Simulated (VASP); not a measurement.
A run of VASP 6.6.1:

The input INCAR:

```
PREC     = Accurate       # precision mode
ENCUT    = 520            # plane-wave cutoff, eV
EDIFF    = 1E-6           # SCF threshold, eV
ISMEAR   = 0              # smearing method
SIGMA    = 0.15           # smearing width, eV
LREAL    = False          # projectors in reciprocal space
LASPH    = True           # aspherical terms in the spheres
NELM     = 60             # most SCF steps
ALGO     = Fast           # electronic algorithm
ISIF     = 2              # what is computed and relaxed
LWAVE    = False          # write WAVECAR
LCHARG   = True           # write CHGCAR
GGA      = PS             # functional
LELF     = True           # ELF
LVHAR    = True         
NBANDS   = 12             # bands
```

KPOINTS

```
regular mesh
0
Gamma
  26 26 26
```

Contents of POSCAR:

```
Ta
1.0
   -1.6402597622      1.6566623598      1.6402597622
    1.6402597622     -1.6566623598      1.6402597622
    1.6402597622      1.6566623598     -1.6402597622
Ta
1
Direct
    0.0000000000      0.0000000000      0.0000000000
```

Potentials or basis: VASP PAW PBE potentials, release 64 (Ta_pv).

Run with:

```sh
$ cat potpaw_PBE.64/Ta_pv/POTCAR > POTCAR
$ mpirun -np 1 vasp_std > vasp.out
```

Hardware: 1 thread of AMD EPYC 7R13, on a shared host.

Task: How long does it take, and how much memory?

Result: Wall time 2.4 min on 1 thread of AMD EPYC 7R13 (shared host), peak memory 0.38 GiB. Counts: scf iterations 12, k points 1330.
